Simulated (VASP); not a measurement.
# P (Imma) in VASP: a series of runs

The runs below take P through single point, with PBE+D3(BJ), PBE+D4.

All numbers are computed with VASP 6.6.1; they aren't measurements. Logs are shortened: lines on timing, memory, paths and dates and some standing lists are left out, and cuts for length are marked.

**1. The cell of the first run**

It takes space group Imma (No. 74, orthorhombic). The conventional cell has a = 3.409 Å, b = 4.850 Å, c = 3.427 Å, α = 90.00°, β = 90.00°, γ = 90.00°. P (site symmetry mm2) has 6 P at 2.31 to 2.53 Å within 3.1 Å.

**2. Single point, PBE+D3(BJ)**

INCAR reads:

```
  ALGO = Normal
  EDIFF = 1E-6
  ENCUT = 520
  GGA = PE
  ISIF = 2
  ISMEAR = -1
  IVDW = 12
  LASPH = True
  LCHARG = False
  LREAL = False
  LWAVE = False
  NBANDS = 12
  NELM = 80
  PREC = Accurate
  SIGMA = 0.05
```

KPOINTS reads:

```
k-points
0
Gamma
  11 11 11
```

POSCAR reads:

```
P
1.0
   -1.7046119253      2.4248300239      1.7135267449
    1.7046119253     -2.4248300239      1.7135267449
    1.7046119253      2.4248300239     -1.7135267449
P
2
Direct
    0.7279492624      0.9779492624      0.7500000000
    0.2720507376      0.0220507376      0.2500000000
```

Potentials or basis: VASP PAW PBE potentials, release 64 (P).

The run is started by

```sh
$ cat potpaw_PBE.64/P/POTCAR > POTCAR
$ mpirun -np 1 vasp_std > vasp.out
```

OUTCAR:

```text
EDIFF = 1E-6
   ENCUT = 520
   GGA = PE
   ISIF = 2
   ISMEAR = -1
   IVDW = 12
   LASPH = True
   LREAL = False
   NELM = 80
   PREC = Accurate
 IVDW          = 12

 ion  position               nearest neighbor table
   1  0.728  0.978  0.750-   2 2.31   2 2.31   2 2.43   2 2.43   2 2.53   2 2.53
   2  0.272  0.022  0.250-   1 2.31   1 2.31   1 2.43   1 2.43   1 2.53   1 2.53

  LATTYP: Found a body centered orthorhombic cell.
 ALAT       =     3.4092238506
 B/A-ratio  =     1.0052298236
 C/A-ratio  =     1.4225114748

  Lattice vectors:

 A1 = (   1.7046119253,  -2.4248300239,  -1.7135267449)
 A2 = (  -1.7046119253,  -2.4248300239,   1.7135267449)
 A3 = (  -1.7046119253,   2.4248300239,  -1.7135267449)

Analysis of symmetry for initial positions (statically):
=====================================================================
 Subroutine PRICEL returns:
 Original cell was already a primitive cell.

 Routine SETGRP: Setting up the symmetry group for a
 body centered orthorhombic supercell.

 Subroutine GETGRP returns: Found  8 space group operations
 (whereof  4 operations were pure point group operations)
 out of a pool of  8 trial point group operations.

The static configuration has the point symmetry C_2h.
 The point group associated with its full space group is D_2h.

Analysis of symmetry for dynamics (positions and initial velocities):
=====================================================================
 Subroutine PRICEL returns:
 Original cell was already a primitive cell.

 Routine SETGRP: Setting up the symmetry group for a
 body centered orthorhombic supercell.

 Subroutine GETGRP returns: Found  8 space group operations
 (whereof  4 operations were pure point group operations)
 out of a pool of  8 trial point group operations.

The dynamic configuration has the point symmetry C_2h.
 The point group associated with its full space group is D_2h.

 Subroutine INISYM returns: Found  8 space group operations
 (whereof  4 operations are pure point group operations),
 and found     1 'primitive' translations

----------------------------------------------------------------------------------------

                                     Primitive cell

  volume of cell :      28.3307

  direct lattice vectors                    reciprocal lattice vectors
    -1.704611925  2.424830024  1.713526745     0.000000000  0.206200020  0.291795854
     1.704611925 -2.424830024  1.713526745     0.293321895  0.000000000  0.291795854
     1.704611925  2.424830024 -1.713526745     0.293321895  0.206200020  0.000000000

  length of vectors
     3.423693381  3.423693381  3.423693381     0.357299970  0.413742135  0.358547322

  position of ions in fractional coordinates (direct lattice)
     0.727949262  0.977949262  0.750000000
     0.272050738  0.022050738  0.250000000

  ion indices of the primitive-cell ions
   primitive index   ion index
                 1           1
                 2           2

----------------------------------------------------------------------------------------

 KPOINTS: k-points

Automatic generation of k-mesh.
 Grid dimensions read from file:
 generate k-points for:   11   11   11

 Generating k-lattice:

  Cartesian coordinates                     Fractional coordinates (reciprocal lattice)
     0.000000000  0.018745456  0.026526896     0.090909091  0.000000000  0.000000000
     0.026665627  0.000000000  0.026526896     0.000000000  0.090909091  0.000000000
     0.026665627  0.018745456  0.000000000     0.000000000  0.000000000  0.090909091

  Length of vectors
     0.032481815  0.037612921  0.032595211

  Shift w.r.t. Gamma in fractional coordinates (k-lattice)
     0.000000000  0.000000000  0.000000000

 Subroutine IBZKPT returns following result:
 ===========================================

 Found    216 irreducible k-points:

 Following reciprocal coordinates:
            Coordinates               Weight
  0.000000  0.000000  0.000000      1.000000
  0.090909 -0.000000  0.000000      4.000000
  0.181818  0.000000  0.000000      4.000000
  0.272727  0.000000  0.000000      4.000000
  0.363636  0.000000 -0.000000      4.000000
  0.454545  0.000000 -0.000000      4.000000
[... 16 lines left out ...]
  0.454545  0.181818 -0.000000      8.000000
 -0.454545  0.181818  0.000000      8.000000
 [... further k-points ...]
   k-points           NKPTS =    216   k-points in BZ     NKDIM =    216   number of bands    NBANDS=     12
   number of dos      NEDOS =    301   number of ions     NIONS =      2
   total plane-waves  NPLWV =  21952
   dimension x,y,z NGX =    28 NGY =   28 NGZ =   28
   dimension x,y,z NGXF=    56 NGYF=   56 NGZF=   56
   ions per type =               2
   NGX,Y,Z   is equivalent  to a cutoff of  13.60, 13.60, 13.60 a.u.
   NGXF,Y,Z  is equivalent  to a cutoff of  27.19, 27.19, 27.19 a.u.
 SYSTEM =  unknown system
   PREC   = accura    normal or accurate (medium, high low for compatibility)
   ISTART =      0    job   : 0-new  1-cont  2-samecut
   ICHARG =      2    charge: 1-file 2-atom 10-const
   ISPIN  =      1    spin polarized calculation?
   LNONCOLLINEAR =      F non collinear calculations
   LSORBIT =      F    spin-orbit coupling
   LASPH  =      T    aspherical Exc in radial PAW
   ENCUT  =  520.0 eV  38.22 Ry    6.18 a.u.   6.37  6.37  6.37*2*pi/ulx,y,z
   NELM   =     80;   NELMIN=  2; NELMDL= -5     # of ELM steps
   EDIFF  = 0.1E-05   stopping-criterion for ELM
   LREAL  =      F    real-space projection
   EDIFFG = 0.1E-04   stopping-criterion for IOM
   NSW    =      0    number of steps for IOM
   IBRION =     -1    ionic relax: 0-MD 1-quasi-New 2-CG
   NFREE  =      0    steps in history (QN), initial steepest desc. (CG)
   ISIF   =      2    stress and relaxation
   ISYM   =      2    0-nonsym 1-usesym 2-fastsym
   POTIM  = 0.5000    time-step for ionic-motion
   TEBEG  =    0.0;   TEEND  =   0.0 temperature during run
   PSTRESS=    0.0 pullay stress
   NELECT =      10.0000    total number of electrons
   NUPDOWN=      -1.0000    fix difference up-down
   EMIN   =  10.00;   EMAX   =-10.00  energy-range for DOS
   EFERMI =   0.00;   METHOD = LEGACY
   ISMEAR =    -1;   SIGMA  =   0.05  broadening in eV -4-tet -1-fermi 0-gaus
   EFERMI_NEDOS =   21; number of points for ismear=-14 and -15
   IALGO  =     38    algorithm
   IMIX   =      4    mixing-type and parameters
     AMIX     =   0.40;   BMIX     =  1.00
     AMIX_MAG =   1.60;   BMIX_MAG =  1.00
  volume/ion in A,a.u.               =      14.17        95.59
  Fermi-wavevector in a.u.,A,eV,Ry     =   1.156970  2.186357 18.212495  1.338581
  Thomas-Fermi vector in A             =   2.293586
   LORBIT       =      0    0 simple, 1 ext, 2 COOP (PROOUT), +10 PAW based schemes
   GGA     = PE    functional components
   LHFCALC =     F    Hartree Fock is set to
   AEXX    =    0.0000 exact exchange contribution
   IVDW    =    12    specifies the selected vdW correction
   LEPSILON=     F    determine dielectric tensor
   LRPA    =     F    only Hartree local field effects (RPA)
 non-spin polarized calculation
  energy-cutoff  :      520.00
  volume of cell :       28.33
 maximum number of plane-waves:       775
 NGX is ok and might be reduce to    28
   NGX = 13   NGY = 13   NGZ = 13

 number of electron      10.0000000 magnetization

 number of electron       9.9999999 magnetization

 Free energy of the ion-electron system (eV)
  ---------------------------------------------------
  ext. energy  EPLUGINS =         0.00000000
  ---------------------------------------------------
  free energy    TOTEN  =       -10.55970283 eV

  energy without entropy =      -10.55577838  energy(sigma->0) =      -10.55774061

 E-fermi :  10.2266     XC(G=0): -11.3908

 val. band max:       10.2239467881   @ k =  -0.3636   0.3636   0.0909
 cond. band min:      10.2279692350   @ k =   0.4545   0.2727   0.0909
 fundamental gap:      0.0040224470
 Fermi energy:        10.2266499254

 k-point     1 :       0.0000    0.0000    0.0000
  band No.  band energies     occupation
      1      -6.7744      2.00000
      2       7.6705      2.00000
      3       7.7805      2.00000
      4       7.9404      2.00000
      5       8.7175      2.00000
      6      13.8481      0.00000
      7      13.8832      0.00000
      8      14.6732      0.00000
      9      15.2761      0.00000
     10      15.9069      0.00000
     11      16.0406      0.00000
     12      16.8659      0.00000

 k-point     2 :       0.0909   -0.0000    0.0000
  band No.  band energies     occupation
      1      -6.6312      2.00000
      2       6.2370      2.00000
      3       7.6389      2.00000
      4       7.8574      2.00000
      5       9.8560      1.99879
      6      13.5146      0.00000
      7      13.9433      0.00000
      8      14.0661      0.00000
      9      14.9907      0.00000
     10      15.2538      0.00000
     11      15.8643      0.00000
     12      18.4557      0.00000

 k-point     3 :       0.1818    0.0000    0.0000
  band No.  band energies     occupation
      1      -6.2034      2.00000
      2       4.1384      2.00000
      3       7.5832      2.00000
      4       7.8066      2.00000
      5      10.5939      0.00129
      6      12.2925      0.00000
      7      12.5290      0.00000
      8      13.8913      0.00000
      9      15.8222      0.00000
     10      15.8801      0.00000
     11      16.0976      0.00000
     12      20.7483      0.00000
[... 286 lines left out ...]
 k-point    23 :       0.4545    0.1818   -0.0000
  band No.  band energies     occupation
      1      -3.2764      2.00000
      2      -0.6688      2.00000
      3       4.3684      2.00000
      4       7.1348      2.00000
      5       8.5862      2.00000
      6      10.8201      0.00001
      7      13.4118      0.00000
      8      15.7488      0.00000
      9      18.4921      0.00000
     10      18.9554      0.00000
     11      20.0440      0.00000
     12      24.8186      0.00000

 k-point    24 :      -0.4545    0.1818    0.0000
  band No.  band energies     occupation
      1      -4.3790      2.00000
      2       0.9032      2.00000
      3       4.3947      2.00000
      4       7.9871      2.00000
      5       9.3764      2.00000
      6      10.2811      0.50389
      7      13.0227      0.00000
      8      15.9450      0.00000
      9      16.9811      0.00000
     10      17.5507      0.00000
     11      21.3854      0.00000
     12      22.8770      0.00000

 [... further k-points ...]

------------------------ aborting loop because EDIFF is reached ----------------------------------------

 Edisp (eV)   -0.99781

 E8    (eV) :    -0.3771

  FORCE on cell =-STRESS in cart. coord.  units (eV):
  Direction    XX          YY          ZZ          XY          YZ          ZX
  --------------------------------------------------------------------------------------
  -------------------------------------------------------------------------------------
  Total      -0.07347    -0.05353    -0.05805     0.00000     0.00000     0.00000
  in kB      -4.15494    -3.02742    -3.28270     0.00000     0.00000     0.00000
  external pressure =       -3.49 kB  Pullay stress =        0.00 kB

 VOLUME and BASIS-vectors are now :
 -----------------------------------------------------------------------------
  energy-cutoff  :      520.00
  volume of cell :       28.33
      direct lattice vectors                 reciprocal lattice vectors
    -1.704611925  2.424830024  1.713526745     0.000000000  0.206200020  0.291795854
     1.704611925 -2.424830024  1.713526745     0.293321895  0.000000000  0.291795854
     1.704611925  2.424830024 -1.713526745     0.293321895  0.206200020  0.000000000

 POSITION                                       TOTAL-FORCE (eV/Angst)
 -----------------------------------------------------------------------------------
      1.70461      1.21242      1.63796        -0.000000      0.000000     -0.023318
      0.00000      1.21242      0.07557         0.000000     -0.000000      0.023318
 -----------------------------------------------------------------------------------
    total drift:                               -0.000000      0.000000      0.000000

  FREE ENERGIE OF THE ION-ELECTRON SYSTEM (eV)
  ---------------------------------------------------
  free  energy   TOTEN  =       -11.5575156859 eV

  energy  without entropy=      -11.5535912322  energy(sigma->0) =      -11.55555346
```

Wall time 28 s (1 thread of Intel Xeon 6975P-C (Granite Rapids), shared host); peak memory 0.19 GiB.

What came out:

- Free energy: -11.5575 eV
- Pressure: -0.3 GPa
- Largest force: 0.023 eV/Å
- Band gap on the k mesh: zero (band 5 reaches 11.02 eV, above the bottom of band 6 at 9.46 eV)
- Dispersion energy per atom: -0.499 eV

Forces in eV/Å, atoms in the order of the input:
```
P    0.000  0.000 -0.023
P    0.000  0.000  0.023
```

Stress tensor (GPa, compression positive):
```
-0.42  0.00  0.00
 0.00 -0.30  0.00
 0.00  0.00 -0.33
```

Caveat: pairwise dispersion overbinds metals, which lowers pressure and volume.

**3. Single point, PBE+D4**

This run uses another cell than the first one, of 14.22 Å³/atom, 1.004 times its volume.

INCAR reads:

```
SYSTEM = P
PREC = Accurate ; ENCUT = 520
EDIFF = 1E-6 ; ISMEAR = -1
SIGMA = 0.05 ; LREAL = .False.
LASPH = .True. ; NELM = 60
ALGO = Normal ; ISIF = 2
LWAVE = .False. ; LCHARG = .False.
GGA = PE ; IVDW = 13
NBANDS = 12
```

KPOINTS reads:

```
Automatic mesh
0
Gamma
  11 11 11
  0 0 0
```

POSCAR reads:

```
P
1.0
   -1.7058541933      2.4279583243      1.7161956454
    1.7058541933     -2.4279583243      1.7161956454
    1.7058541933      2.4279583243     -1.7161956454
P
2
Direct
    0.7276461607      0.9776461607      0.7500000000
    0.2723538393      0.0223538393      0.2500000000
```

Potentials or basis: VASP PAW PBE potentials, release 64 (P).

The run is started by

```sh
$ cat potpaw_PBE.64/P/POTCAR > POTCAR
$ mpirun -np 1 vasp_std > vasp.out
```

It took 26 s on 1 thread of Intel Xeon 6975P-C (Granite Rapids), shared host; peak memory 0.18 GiB.

The run converged. Its results:

| Quantity | Value |
| --- | --- |
| Free energy | -11.5878 eV |
| Pressure | -0.3 GPa |
| Largest force | 0.031 eV/Å |
| Band gap on the k mesh | zero (band 5 reaches 10.98 eV, above the bottom of band 6 at 9.43 eV) |
| Dispersion energy per atom | -0.512 eV |

Forces in eV/Å, atoms in the order of the input:
```
P    0.000  0.000 -0.031
P    0.000  0.000  0.031
```

Stress tensor (GPa, compression positive):
```
-0.36  0.00  0.00
 0.00 -0.25  0.00
 0.00  0.00 -0.30
```

Levels at points of the mesh, in eV from the Fermi level:
```
           k point  band 2  band 3  band 4  band 5  band 6  band 7  band 8  band 9
(0.00, 0.00, 0.00)   -2.56   -2.45   -2.28   -1.56    3.60    3.64    4.46    5.02
```

Caveat: pairwise dispersion overbinds metals, which lowers pressure and volume.

**4. Single point, PBE+D3(BJ)**

This run uses another cell than the first one, of 14.86 Å³/atom, 1.049 times its volume.

INCAR reads:

```
SYSTEM = P
ALGO     = Normal         ! electronic algorithm
EDIFF    = 1E-7           ! SCF threshold, eV
ENCUT    = 520            ! plane-wave cutoff, eV
GGA      = PE             ! functional
ISIF     = 2              ! what is computed and relaxed
ISMEAR   = -1             ! smearing method
IVDW     = 12             ! dispersion correction
LASPH    = .True.         ! aspherical terms in the spheres
LCHARG   = .False.        ! write CHGCAR
LREAL    = .False.        ! projectors in reciprocal space
LWAVE    = .False.        ! write WAVECAR
NBANDS   = 12             ! bands
NELM     = 60             ! most SCF steps
PREC     = Accurate       ! precision mode
SIGMA    = 0.05           ! smearing width, eV
```

KPOINTS reads:

```
k-points
0
Gamma
  11 11 11
  0 0 0
```

POSCAR reads:

```
P
1.0
   -1.6992702673      2.4628122325      1.7751187895
    1.6992702673     -2.4628122325      1.7751187895
    1.6992702673      2.4628122325     -1.7751187895
P
2
Direct
    0.7127682008      0.9627682008      0.7500000000
    0.2872317992      0.0372317992      0.2500000000
```

Potentials or basis: VASP PAW PBE potentials, release 64 (P).

The run is started by

```sh
$ cat potpaw_PBE.64/P/POTCAR > POTCAR
$ mpirun -np 1 vasp_std > vasp.out
```

OUTCAR:

```text
SYSTEM = P
   EDIFF = 1E-7
   ENCUT = 520
   GGA = PE
   ISIF = 2
   ISMEAR = -1
   IVDW = 12
   LASPH = .True.
   LREAL = .False.
   NELM = 60
   PREC = Accurate
 IVDW          = 12

 ion  position               nearest neighbor table
   1  0.713  0.963  0.750-   2 2.27   2 2.27   2 2.48   2 2.48   2 2.65   2 2.65
   2  0.287  0.037  0.250-   1 2.27   1 2.27   1 2.48   1 2.48   1 2.65   1 2.65

  LATTYP: Found a body centered orthorhombic cell.
 ALAT       =     3.3985405346
 B/A-ratio  =     1.0446359379
 C/A-ratio  =     1.4493352116

  Lattice vectors:

 A1 = (   1.6992702673,  -2.4628122325,  -1.7751187895)
[... 550 lines left out ...]
 Edisp (eV)   -0.95144

 E8    (eV) :    -0.3601

  FORCE on cell =-STRESS in cart. coord.  units (eV):
  Direction    XX          YY          ZZ          XY          YZ          ZX
  --------------------------------------------------------------------------------------
  -------------------------------------------------------------------------------------
  Total      -0.19533    -0.16106    -0.17623     0.00000     0.00000     0.00000
  in kB     -10.53156    -8.68415    -9.50180     0.00000     0.00000     0.00000
  external pressure =       -9.57 kB  Pullay stress =        0.00 kB

 VOLUME and BASIS-vectors are now :
 -----------------------------------------------------------------------------
  energy-cutoff  :      520.00
  volume of cell :       29.72
      direct lattice vectors                 reciprocal lattice vectors
    -1.699270267  2.462812233  1.775118790     0.000000000  0.203019943  0.281671290
     1.699270267 -2.462812233  1.775118790     0.294243953  0.000000000  0.281671290
     1.699270267  2.462812233 -1.775118790     0.294243953  0.203019943  0.000000000

 POSITION                                       TOTAL-FORCE (eV/Angst)
 -----------------------------------------------------------------------------------
      1.69927      1.23141      1.64294        -0.000000     -0.000000     -0.047261
      0.00000      1.23141      0.13218         0.000000      0.000000      0.047261
 -----------------------------------------------------------------------------------
    total drift:                               -0.000000      0.000000     -0.000000

  FREE ENERGIE OF THE ION-ELECTRON SYSTEM (eV)
  ---------------------------------------------------
  free  energy   TOTEN  =       -11.5544925503 eV

  energy  without entropy=      -11.5502303635  energy(sigma->0) =      -11.55236146
```

OSZICAR:

```text
N       E                     dE             d eps       ncg     rms          rms(c)
DAV:   1     0.180389640275E+02    0.18039E+02   -0.44758E+03  5192   0.720E+02
DAV:   2    -0.961706678840E+01   -0.27656E+02   -0.26227E+02  6800   0.112E+02
DAV:   3    -0.106135009754E+02   -0.99643E+00   -0.98837E+00  6732   0.195E+01
DAV:   4    -0.106198576462E+02   -0.63567E-02   -0.63546E-02  6116   0.179E+00
DAV:   5    -0.106199026480E+02   -0.45002E-04   -0.44999E-04  6812   0.147E-01    0.708E+00
DAV:   6    -0.106076726642E+02    0.12230E-01   -0.67581E-03  6192   0.496E-01    0.422E+00
DAV:   7    -0.106029104829E+02    0.47622E-02   -0.12823E-02  6236   0.754E-01    0.115E-01
DAV:   8    -0.106030076557E+02   -0.97173E-04   -0.17034E-03  6132   0.276E-01    0.719E-02
DAV:   9    -0.106030338665E+02   -0.26211E-04   -0.80450E-05  6440   0.640E-02    0.517E-02
DAV:  10    -0.106030483591E+02   -0.14493E-04   -0.19790E-05  6088   0.316E-02    0.107E-02
DAV:  11    -0.106030485985E+02   -0.23931E-06   -0.51758E-07  6908   0.459E-03    0.291E-03
DAV:  12    -0.106030487789E+02   -0.18044E-06   -0.83024E-08  3908   0.192E-03    0.112E-03
DAV:  13    -0.106030487448E+02    0.34122E-07   -0.58329E-09  3484   0.590E-04
   1 F= -.11554493E+02 E0= -.11552361E+02  d E =-.426219E-02
```

stdout:

```text
POSCAR found type information on POSCAR P
 POSCAR found :  1 types and       2 ions
 scaLAPACK will be used
 LDA part: xc-table for (Slater+PW92), standard interpolation
 POSCAR, INCAR and KPOINTS ok, starting setup
 FFT: planning ... GRIDC
 FFT: planning ... GRID_SOFT
 FFT: planning ... GRID
 WAVECAR not read
 entering main loop
```

It took 29 s on 1 thread of Intel Xeon 6975P-C (Granite Rapids), shared host; peak memory 0.2 GiB.

Results:

```
Free energy                : -11.5545 eV
Pressure                   : -1.0 GPa
Largest force              : 0.047 eV/Å
Band gap on the k mesh     : zero (band 5 reaches 10.56 eV, above the bottom of band 6 at 9.30 eV)
Dispersion energy per atom : -0.476 eV
```

Forces on the atoms (eV/Å):
```
P    0.000  0.000 -0.047
P    0.000  0.000  0.047
```

Caveat: three body term missing; pairwise dispersion overbinds metals, which lowers pressure and volume.

(Continued in part 2 of 2.)
